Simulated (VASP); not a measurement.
# Pd in VASP: further runs, part 2 of 2

VASP 6.6.1. Earlier steps stand in the parts before.

## (3) Electric field gradients, r2SCAN (shortest bond scaled by 0.94)

File POSCAR:

```
Pd
1.0
    0.0000000000      2.6784289448      2.6784289448
    2.6784289448      0.0000000000      2.6784289448
    2.6784289448      2.6784289448      0.0000000000
Pd
2
Direct
   -0.1475000000     -0.1175000000     -0.1175000000
    0.1475000000      0.1175000000      0.1175000000
```

File INCAR.step1:

```
SYSTEM = Pd
ALGO = Normal
EDIFF = 1E-5
ENCUT = 440
GGA = PE
GGA_COMPAT = .FALSE.
ISMEAR = -1
LASPH = .TRUE.
LCHARG = .FALSE.
LREAL = .FALSE.
LWAVE = .TRUE.
NBANDS = 17
NELM = 120
PREC = Accurate
SIGMA = 0.05
```

File INCAR.step2:

```
SYSTEM = Pd
ALGO = Normal
EDIFF = 1E-8
ENCUT = 440
GGA_COMPAT = .FALSE.
ISIF = 2
ISMEAR = -1
ISTART = 1
LASPH = .TRUE.
LCHARG = .FALSE.
LEFG = .TRUE.
LMIXTAU = .TRUE.
LREAL = .FALSE.
LWAVE = .FALSE.
METAGGA = R2SCAN
NBANDS = 17
NELM = 120
PREC = Accurate
SIGMA = 0.05
```

File KPOINTS:

```
k-points
0
G
  10 10 10
  0 0 0
```

Potentials or basis: VASP PAW PBE potentials, release 64 (Pd).

Launch:

```sh
cat potpaw_PBE.64/Pd/POTCAR > POTCAR
cp INCAR.step1 INCAR
mpirun -np 1 vasp_std > vasp.out
cp INCAR.step2 INCAR
mpirun -np 1 vasp_std > vasp.out
```

OUTCAR:

```text
SYSTEM = Pd
   EDIFF = 1E-8
   ENCUT = 440
   ISIF = 2
   ISMEAR = -1
   ISTART = 1
   LASPH = .TRUE.
   LREAL = .FALSE.
   METAGGA = R2SCAN
   NELM = 120
   PREC = Accurate

 ion  position               nearest neighbor table
   1  0.852  0.883  0.883-   2 2.18   2 2.37   2 2.37   2 2.37
   2  0.148  0.117  0.117-   1 2.18   1 2.37   1 2.37   1 2.37

  LATTYP: Found a face centered cubic cell.
 ALAT       =     5.3568578896

  Lattice vectors:

 A1 = (   0.0000000000,   2.6784289448,   2.6784289448)
 A2 = (   2.6784289448,   0.0000000000,   2.6784289448)
 A3 = (   2.6784289448,   2.6784289448,   0.0000000000)

Analysis of symmetry for initial positions (statically):
=====================================================================
 Subroutine PRICEL returns:
 Original cell was already a primitive cell.

 Routine SETGRP: Setting up the symmetry group for a
 face centered cubic supercell.

 Subroutine GETGRP returns: Found 12 space group operations
 (whereof  4 operations were pure point group operations)
 out of a pool of 48 trial point group operations.

The static configuration has the point symmetry C_2h.
 The point group associated with its full space group is D_3d.

Analysis of symmetry for dynamics (positions and initial velocities):
=====================================================================
 Subroutine PRICEL returns:
 Original cell was already a primitive cell.

 Routine SETGRP: Setting up the symmetry group for a
 face centered cubic supercell.

 Subroutine GETGRP returns: Found 12 space group operations
 (whereof  4 operations were pure point group operations)
 out of a pool of 48 trial point group operations.

The dynamic configuration has the point symmetry C_2h.
 The point group associated with its full space group is D_3d.

 Subroutine INISYM returns: Found 12 space group operations
 (whereof  4 operations are pure point group operations),
 and found     1 'primitive' translations

----------------------------------------------------------------------------------------

                                     Primitive cell

  volume of cell :      38.4300

  direct lattice vectors                    reciprocal lattice vectors
     0.000000000  2.678428945  2.678428945    -0.186676597  0.186676597  0.186676597
     2.678428945  0.000000000  2.678428945     0.186676597 -0.186676597  0.186676597
     2.678428945  2.678428945  0.000000000     0.186676597  0.186676597 -0.186676597

  length of vectors
     3.787870540  3.787870540  3.787870540     0.323333350  0.323333350  0.323333350

  position of ions in fractional coordinates (direct lattice)
     0.852500000  0.882500000  0.882500000
     0.147500000  0.117500000  0.117500000

  ion indices of the primitive-cell ions
   primitive index   ion index
                 1           1
                 2           2

----------------------------------------------------------------------------------------

 KPOINTS: k-points

[... 68 lines left out ...]
   LREAL  =      F    real-space projection
   EDIFFG = 0.1E-06   stopping-criterion for IOM
   NSW    =      0    number of steps for IOM
   IBRION =     -1    ionic relax: 0-MD 1-quasi-New 2-CG
   NFREE  =      0    steps in history (QN), initial steepest desc. (CG)
   ISIF   =      2    stress and relaxation
   ISYM   =      2    0-nonsym 1-usesym 2-fastsym
   POTIM  = 0.5000    time-step for ionic-motion
   TEBEG  =    0.0;   TEEND  =   0.0 temperature during run
   PSTRESS=    0.0 pullay stress
   NELECT =      20.0000    total number of electrons
   NUPDOWN=      -1.0000    fix difference up-down
   EMIN   =  10.00;   EMAX   =-10.00  energy-range for DOS
   EFERMI =   0.00;   METHOD = LEGACY
   ISMEAR =    -1;   SIGMA  =   0.05  broadening in eV -4-tet -1-fermi 0-gaus
   EFERMI_NEDOS =   21; number of points for ismear=-14 and -15
   IALGO  =     38    algorithm
   IMIX   =      4    mixing-type and parameters
     AMIX     =   0.40;   BMIX     =  1.00
     AMIX_MAG =   1.60;   BMIX_MAG =  1.00
  volume/ion in A,a.u.               =      19.21       129.67
  Fermi-wavevector in a.u.,A,eV,Ry     =   1.316825  2.488438 23.592881  1.734028
  Thomas-Fermi vector in A             =   2.446910
   LORBIT       =      0    0 simple, 1 ext, 2 COOP (PROOUT), +10 PAW based schemes
   METAGGA = R2SCAN    functional components
   LHFCALC =     F    Hartree Fock is set to
   AEXX    =    0.0000 exact exchange contribution
   IVDW    =     0    specifies the selected vdW correction
   LEPSILON=     F    determine dielectric tensor
   LRPA    =     F    only Hartree local field effects (RPA)
 non-spin polarized calculation
  energy-cutoff  :      440.00
  volume of cell :       38.43
 maximum number of plane-waves:       822
 NGX is ok and might be reduce to    28
   NGX = 13   NGY = 13   NGZ = 13

 number of electron      19.9999996 magnetization

 Free energy of the ion-electron system (eV)
  ---------------------------------------------------
  ext. energy  EPLUGINS =         0.00000000
  ---------------------------------------------------
  free energy    TOTEN  =       -42.73706550 eV

  energy without entropy =      -42.69585550  energy(sigma->0) =      -42.71646050

 E-fermi :   6.6943     XC(G=0): -11.9801

 val. band max:        6.6908472544   @ k =   0.3000   0.0000   0.0000
 cond. band min:       6.7034477513   @ k =   0.0000  -0.3000   0.3000
 fundamental gap:      0.0126004969
 Fermi energy:         6.6943131771

 k-point     1 :       0.0000    0.0000    0.0000
  band No.  band energies     occupation
      1       0.7356      2.00000
      2       1.7137      2.00000
      3       1.7137      2.00000
      4       1.9645      2.00000
      5       2.1565      2.00000
      6       2.1565      2.00000
[... 457 lines left out ...]
      4       2.3806      2.00000
      5       2.4401      2.00000
      6       2.8005      2.00000
[... 9 lines left out ...]
     16      21.7501      0.00000
     17      21.9425      0.00000

 [... further k-points ...]
[... 5 lines left out ...]
  --------------------------------------------------------------------------------------
  -------------------------------------------------------------------------------------
  Total        6.8873484      6.8873484      6.8873484     -2.6254060      2.6254060     -2.6254060
  in kB      287.1390455    287.1390455    287.1390455   -109.4552706    109.4552706   -109.4552706
  external PRESSURE =     287.1390455 kB  Pullay stress =       0.0000000 kB

 VOLUME and BASIS-vectors are now :
 -----------------------------------------------------------------------------
  energy-cutoff  :      440.00
  volume of cell :       38.43
      direct lattice vectors                 reciprocal lattice vectors
     0.000000000  2.678428945  2.678428945    -0.186676597  0.186676597  0.186676597
     2.678428945  0.000000000  2.678428945     0.186676597 -0.186676597  0.186676597
     2.678428945  2.678428945  0.000000000     0.186676597  0.186676597 -0.186676597

 POSITION                                       TOTAL-FORCE (eV/Angst)
 -----------------------------------------------------------------------------------
      4.72743      4.64707      4.64707        -1.550345      1.550345      1.550345
      0.62943      0.70978      0.70978         1.550345     -1.550345     -1.550345
 -----------------------------------------------------------------------------------
    total drift:                                0.000000      0.000000      0.000000

  FREE ENERGIE OF THE ION-ELECTRON SYSTEM (eV)
  ---------------------------------------------------
  free  energy   TOTEN  =       -42.7370655045 eV

  energy  without entropy=      -42.6958555038  energy(sigma->0) =      -42.71646050

 Electric field gradients (V/A^2)
---------------------------------------------------------------------
 ion       V_xx      V_yy      V_zz      V_xy      V_xz      V_yz
---------------------------------------------------------------------
   1      -0.000     0.000     0.000   -12.201   -12.201    12.201
   2      -0.000     0.000     0.000   -12.201   -12.201    12.201
---------------------------------------------------------------------

 Electric field gradients after diagonalization (V/A^2)
 (convention: |V_zz| > |V_xx| > |V_yy|)
----------------------------------------------------------------------
 ion       V_xx      V_yy      V_zz     asymmetry (V_yy - V_xx)/ V_zz
----------------------------------------------------------------------
   1     -12.201   -12.201    24.402       0.000
   2     -12.201   -12.201    24.402       0.000
----------------------------------------------------------------------

           NMR quadrupolar parameters

 Cq : quadrupolar parameter    Cq=e*Q*V_zz/h
 eta: asymmetry parameters     (V_yy - V_xx)/ V_zz
 Q  : nuclear electric quadrupole moment in mb (millibarn)
----------------------------------------------------------------------
 ion       Cq(MHz)       eta       Q (mb)
----------------------------------------------------------------------
   1       0.059       0.000       1.000
   2       0.059       0.000       1.000
----------------------------------------------------------------------
```

It took 7.3 min on 1 thread of Intel Xeon 8259CL, shared host; peak memory 0.2 GiB.

What came out:

```yaml
Free_energy: -42.7371 eV
Pressure: 28.7 GPa
Largest_force: 2.685 eV/Å
Band_gap_on_the_k_mesh: zero (bands 10 and 11 overlap by 0.86 eV)
Largest_electric_field_gradient_by_atom: Pd +24.4 V/Å²
```

Forces in eV/Å, atoms in the order of the input:
```
Pd  -1.550  1.550  1.550
Pd   1.550 -1.550 -1.550
```

Stress tensor (GPa, compression positive):
```
 28.71 -10.95 -10.95
-10.95  28.71  10.95
-10.95  10.95  28.71
```

Electric field gradients, principal values (V/Å²):
| atom | least | middle | greatest (by size) |
| --- | --- | --- | --- |
| 1 Pd | -12.201 | -12.201 | 24.402 |
| 2 Pd | -12.201 | -12.201 | 24.402 |

Caveat: the cell differs from its parent crystal (shortest bond scaled by 0.94); the cell stands under pressure; without QUAD_EFG the Cq values of the log hold for a quadrupole moment of 1 mb, not for the nuclei; the PAW data sets were made with another functional, which shifts forces and pressure a little.
